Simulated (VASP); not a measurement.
# S (R-3m) in VASP: relaxation of cell and atoms with PBE

Aim: the relaxation of cell and atoms of S with PBE.

Everything below comes from runs of VASP 6.6.1. Logs are shortened: lines on timing, memory, paths and dates and some standing lists are left out, and cuts for length are marked.

**1. The cell of the first run**

Symmetry: R-3m, No. 166, trigonal system. Conventional cell: a = 3.537 Å, b = 3.537 Å, c = 9.372 Å, α = 90.00°, β = 90.00°, γ = 120.00°. Within 3.1 Å of S (site symmetry 3m) lie 6 S at 2.38 to 2.79 Å.

**2. Relaxation of cell and atoms, PBE, target pressure 2.3 GPa, at which the enthalpy is minimised**

Contents of INCAR:

```
SYSTEM = S
ALGO = Normal ; EDIFF = 1E-6
EDIFFG = -0.005 ; ENCUT = 600
GGA = PE ; IBRION = 2
ISIF = 3 ; ISMEAR = -1
LASPH = .TRUE. ; LCHARG = .FALSE.
LREAL = .FALSE. ; LWAVE = .FALSE.
NELM = 80 ; NSW = 60
PREC = Accurate ; PSTRESS = 23.0
SIGMA = 0.08
```

Contents of KPOINTS:

```
k-points
0
G
  13 13 13
  0 0 0
```

Contents of POSCAR:

```
S
1.0
    1.7682724506     -1.0209125753      3.1239479960
    0.0000000000      2.0418251506      3.1239479960
   -1.7682724506     -1.0209125753      3.1239479960
S
2
Direct
    0.2320000000      0.2320000000      0.2320000000
   -0.2320000000     -0.2320000000     -0.2320000000
```

Potentials or basis: VASP PAW PBE potentials, release 64 (S).

Run with:

```sh
> cat potpaw_PBE.64/S/POTCAR > POTCAR
> mpirun -np 1 vasp_std > vasp.out
```

OUTCAR:

```text
SYSTEM = S
   EDIFF = 1E-6
   EDIFFG = -0.005
   ENCUT = 600
   GGA = PE
   IBRION = 2
   ISIF = 3
   ISMEAR = -1
   LASPH = .TRUE.
   LREAL = .FALSE.
   NELM = 80
   NSW = 60
   PREC = Accurate
   PSTRESS = 23.0

 ion  position               nearest neighbor table
   1  0.232  0.232  0.232-   2 2.38   2 2.38   2 2.38   2 2.79   2 2.79   2 2.79
   2  0.768  0.768  0.768-   1 2.38   1 2.38   1 2.38   1 2.79   1 2.79   1 2.79

  LATTYP: Found a trigonal (rhomboedric) cell.
 ALAT       =     3.7320371149
 COS(alpha) =     0.5510102270

  Lattice vectors:

 A1 = (   1.7682724506,  -1.0209125753,   3.1239479960)
 A2 = (   0.0000000000,   2.0418251506,   3.1239479960)
 A3 = (  -1.7682724506,  -1.0209125753,   3.1239479960)

Analysis of symmetry for initial positions (statically):
=====================================================================
 Subroutine PRICEL returns:
 Original cell was already a primitive cell.

 Routine SETGRP: Setting up the symmetry group for a
 trigonal (rhombohedral) supercell.

 Subroutine GETGRP returns: Found 12 space group operations
 (whereof 12 operations were pure point group operations)
 out of a pool of 12 trial point group operations.

The static configuration has the point symmetry D_3d.

Analysis of symmetry for dynamics (positions and initial velocities):
=====================================================================
 Subroutine PRICEL returns:
 Original cell was already a primitive cell.

 Routine SETGRP: Setting up the symmetry group for a
 trigonal (rhombohedral) supercell.

 Subroutine GETGRP returns: Found 12 space group operations
 (whereof 12 operations were pure point group operations)
 out of a pool of 12 trial point group operations.

The dynamic configuration has the point symmetry D_3d.

 Subroutine INISYM returns: Found 12 space group operations
 (whereof 12 operations are pure point group operations),
 and found     1 'primitive' translations

----------------------------------------------------------------------------------------

                                     Primitive cell

  volume of cell :      33.8371

  direct lattice vectors                    reciprocal lattice vectors
     1.768272451 -1.020912575  3.123947996     0.282761856 -0.163252634  0.106702587
     0.000000000  2.041825151  3.123947996     0.000000000  0.326505267  0.106702587
    -1.768272451 -1.020912575  3.123947996    -0.282761856 -0.163252634  0.106702587

  length of vectors
     3.732037115  3.732037115  3.732037115     0.343498372  0.343498372  0.343498372

  position of ions in fractional coordinates (direct lattice)
     0.232000000  0.232000000  0.232000000
     0.768000000  0.768000000  0.768000000

  ion indices of the primitive-cell ions
   primitive index   ion index
                 1           1
                 2           2

----------------------------------------------------------------------------------------

 KPOINTS: k-points

Automatic generation of k-mesh.
 Grid dimensions read from file:
 generate k-points for:   13   13   13

 Generating k-lattice:

  Cartesian coordinates                     Fractional coordinates (reciprocal lattice)
     0.021750912 -0.012557895  0.008207891     0.076923077  0.000000000  0.000000000
     0.000000000  0.025115790  0.008207891     0.000000000  0.076923077  0.000000000
    -0.021750912 -0.012557895  0.008207891     0.000000000  0.000000000  0.076923077

  Length of vectors
     0.026422952  0.026422952  0.026422952

  Shift w.r.t. Gamma in fractional coordinates (k-lattice)
     0.000000000  0.000000000  0.000000000

 Subroutine IBZKPT returns following result:
 ===========================================

 Found    231 irreducible k-points:

 Following reciprocal coordinates:
            Coordinates               Weight
  0.000000  0.000000  0.000000      1.000000
  0.076923 -0.000000 -0.000000      6.000000
  0.153846  0.000000 -0.000000      6.000000
  0.230769 -0.000000 -0.000000      6.000000
  0.307692  0.000000 -0.000000      6.000000
  0.384615  0.000000 -0.000000      6.000000
[... 16 lines left out ...]
  0.384615  0.153846 -0.000000     12.000000
  0.461538  0.153846 -0.000000     12.000000
 [... further k-points ...]
   k-points           NKPTS =    231   k-points in BZ     NKDIM =    231   number of bands    NBANDS=     10
   number of dos      NEDOS =    301   number of ions     NIONS =      2
   total plane-waves  NPLWV =  27000
   dimension x,y,z NGX =    30 NGY =   30 NGZ =   30
   dimension x,y,z NGXF=    60 NGYF=   60 NGZF=   60
   ions per type =               2
   NGX,Y,Z   is equivalent  to a cutoff of  13.36, 13.36, 13.36 a.u.
   NGXF,Y,Z  is equivalent  to a cutoff of  26.73, 26.73, 26.73 a.u.
 SYSTEM =  S
   PREC   = accura    normal or accurate (medium, high low for compatibility)
   ISTART =      0    job   : 0-new  1-cont  2-samecut
   ICHARG =      2    charge: 1-file 2-atom 10-const
   ISPIN  =      1    spin polarized calculation?
   LNONCOLLINEAR =      F non collinear calculations
   LSORBIT =      F    spin-orbit coupling
   LASPH  =      T    aspherical Exc in radial PAW
   ENCUT  =  600.0 eV  44.10 Ry    6.64 a.u.   7.45  7.45  7.45*2*pi/ulx,y,z
   NELM   =     80;   NELMIN=  2; NELMDL= -5     # of ELM steps
   EDIFF  = 0.1E-05   stopping-criterion for ELM
   LREAL  =      F    real-space projection
   EDIFFG = -.5E-02   stopping-criterion for IOM
   NSW    =     60    number of steps for IOM
   IBRION =      2    ionic relax: 0-MD 1-quasi-New 2-CG
   NFREE  =      1    steps in history (QN), initial steepest desc. (CG)
   ISIF   =      3    stress and relaxation
   ISYM   =      2    0-nonsym 1-usesym 2-fastsym
   POTIM  = 0.5000    time-step for ionic-motion
   TEBEG  =    0.0;   TEEND  =   0.0 temperature during run
   PSTRESS=   23.0 pullay stress
   NELECT =      12.0000    total number of electrons
   NUPDOWN=      -1.0000    fix difference up-down
   EMIN   =  10.00;   EMAX   =-10.00  energy-range for DOS
   EFERMI =   0.00;   METHOD = LEGACY
   ISMEAR =    -1;   SIGMA  =   0.08  broadening in eV -4-tet -1-fermi 0-gaus
   EFERMI_NEDOS =   21; number of points for ismear=-14 and -15
   IALGO  =     38    algorithm
   IMIX   =      4    mixing-type and parameters
     AMIX     =   0.40;   BMIX     =  1.00
     AMIX_MAG =   1.60;   BMIX_MAG =  1.00
  volume/ion in A,a.u.               =      16.92       114.17
  Fermi-wavevector in a.u.,A,eV,Ry     =   1.158789  2.189793 18.269790  1.342792
  Thomas-Fermi vector in A             =   2.295388
   LORBIT       =      0    0 simple, 1 ext, 2 COOP (PROOUT), +10 PAW based schemes
   GGA     = PE    functional components
   LHFCALC =     F    Hartree Fock is set to
   AEXX    =    0.0000 exact exchange contribution
   IVDW    =     0    specifies the selected vdW correction
   LEPSILON=     F    determine dielectric tensor
   LRPA    =     F    only Hartree local field effects (RPA)
 conjugate gradient relaxation of ions
 non-spin polarized calculation
  energy-cutoff  :      600.00
  volume of cell :       33.84
 maximum number of plane-waves:      1148
 NGX is ok and might be reduce to    30
   NGX = 15   NGY = 15   NGZ = 15

--------------------------------------- Ionic step        1  -------------------------------------------

 number of electron      12.0000001 magnetization

 Free energy of the ion-electron system (eV)
  ---------------------------------------------------
  ext. energy  EPLUGINS =         0.00000000
  ---------------------------------------------------
  free energy    TOTEN  =        -6.57997342 eV

  energy without entropy =       -6.55657583  energy(sigma->0) =       -6.56827463

------------------------ aborting loop because EDIFF is reached ----------------------------------------

  FORCE on cell =-STRESS in cart. coord.  units (eV):
  Direction    XX          YY          ZZ          XY          YZ          ZX
  --------------------------------------------------------------------------------------
  -------------------------------------------------------------------------------------
  Total        2.1218156      2.1218156      0.3896534     -0.0000000     -0.0000000      0.0000000
  in kB      100.4674635    100.4674635     18.4499952     -0.0000000     -0.0000000      0.0000000
  external PRESSURE =      50.1283074 kB  Pullay stress =      23.0000000 kB
[... 97 lines left out ...]
  energy  without entropy=       -6.9432105748  energy(sigma->0) =       -6.95353105

  enthalpy is  TOTEN    =        -6.4353331159 eV   P V=        0.5285184069

[... ionic steps 4 to 13 ...]

--------------------------------------- Ionic step       14  -------------------------------------------

 number of electron      12.0000002 magnetization

------------------------ aborting loop because EDIFF is reached ----------------------------------------
[... 71 lines left out ...]
--------------------------------------- Ionic step       16  -------------------------------------------

 number of electron      12.0000002 magnetization

 Free energy of the ion-electron system (eV)
  ---------------------------------------------------
  ext. energy  EPLUGINS =         0.00000000
  ---------------------------------------------------
  free energy    TOTEN  =        -7.02549170 eV

  energy without entropy =       -7.00830455  energy(sigma->0) =       -7.01689812

 E-fermi :   7.3543     XC(G=0): -10.6818

 val. band max:        7.3387113629   @ k =   0.3077   0.3077   0.2308
 cond. band min:       7.3880225869   @ k =  -0.0769   0.2308   0.0769
 fundamental gap:      0.0493112240
 Fermi energy:         7.3542901559

 k-point     1 :       0.0000    0.0000    0.0000
  band No.  band energies     occupation
      1      -9.8812      2.00000
      2      -1.1097      2.00000
      3       3.4558      2.00000
      4       3.4588      2.00000
      5       3.4588      2.00000
      6       8.8722      0.00000
      7       8.8722      0.00000
      8       8.8736      0.00000
      9      12.9965      0.00000
     10      13.0002      0.00000
[... 287 lines left out ...]
 k-point    24 :       0.4615    0.1538   -0.0000
  band No.  band energies     occupation
      1      -7.4599      2.00000
      2      -5.3745      2.00000
      3       2.4494      2.00000
      4       2.8618      2.00000
      5       3.2373      2.00000
      6       7.0395      1.96163
      7       7.6707      0.03761
      8       7.7093      0.02336
      9      13.7437      0.00000
     10      18.2752      0.00000

 [... further k-points ...]

------------------------ aborting loop because EDIFF is reached ----------------------------------------

  FORCE on cell =-STRESS in cart. coord.  units (eV):
  Direction    XX          YY          ZZ          XY          YZ          ZX
  --------------------------------------------------------------------------------------
  -------------------------------------------------------------------------------------
  Total        0.4740527      0.4740527      0.4754162      0.0000000      0.0000000      0.0000000
  in kB       22.6696579     22.6696579     22.7348647      0.0000000      0.0000000      0.0000000
  external PRESSURE =      -0.3086065 kB  Pullay stress =      23.0000000 kB
[... 21 lines left out ...]
  energy  without entropy=       -7.0083045466  energy(sigma->0) =       -7.01689812

  enthalpy is  TOTEN    =        -6.5445311536 eV   P V=        0.4809605496

 reached required accuracy - stopping structural energy minimisation
```

It took 10 min on 1 thread of AMD EPYC 7R43 (Zen 3), shared host; peak memory 0.18 GiB.

Results:

- Free energy: -7.0255 eV
- Relaxed volume: 16.75 Å³/atom
- Relaxed cell: a = 3.619 Å, b = 3.619 Å, c = 3.619 Å, α = 59.99°, β = 59.99°, γ = 59.99°
- Space group after relaxing (to 0.1 Å): Pm-3m (No. 221)
- Energy change on relaxing (the run minimises the enthalpy): -222.8 meV/atom
- Ionic steps: 16
- Pressure after relaxing: 2.3 GPa
- Band gap on the k mesh: zero (bands 6 and 7 overlap by 4.73 eV)

The path:
```csv
step,energy change (eV),largest force (eV/Å),pressure (GPa),volume (Å³)
1,0.0000,2.2755,7.31,33.84
2,-0.3743,0.7127,-3.81,36.48
3,-0.3839,0.5271,-4.68,36.82
4,-0.4400,0.3003,2.33,33.51
5,-0.4476,0.1709,1.24,33.89
6,-0.4452,0.0133,2.27,33.50
7,-0.4454,0.0074,2.26,33.51
8,-0.4455,0.0035,2.26,33.52
9,-0.4454,0.0017,2.27,33.50
10,-0.4448,0.0185,2.40,33.45
11,-0.4452,0.0122,2.33,33.48
12,-0.4456,0.0056,2.26,33.51
13,-0.4456,0.0051,2.26,33.51
14,-0.4456,0.0043,2.26,33.51
15,-0.4457,0.0030,2.26,33.52
16,-0.4455,0.0002,2.27,33.50
```

Final structure:
```xyz
2
Lattice="1.8091 -1.0445 2.9550 0.0000 2.0890 2.9550 -1.8091 -1.0445 2.9550" Properties=species:S:1:pos:R:3 pbc="T T T"
S     0.0000    0.0000    2.2162
S     0.0000    0.0000    6.6488
```

Caveat: the cell is relaxed towards a set pressure, so the run minimises the enthalpy, not the energy.

The gap in the log of VASP goes by the Fermi energy; the results here count the filled bands.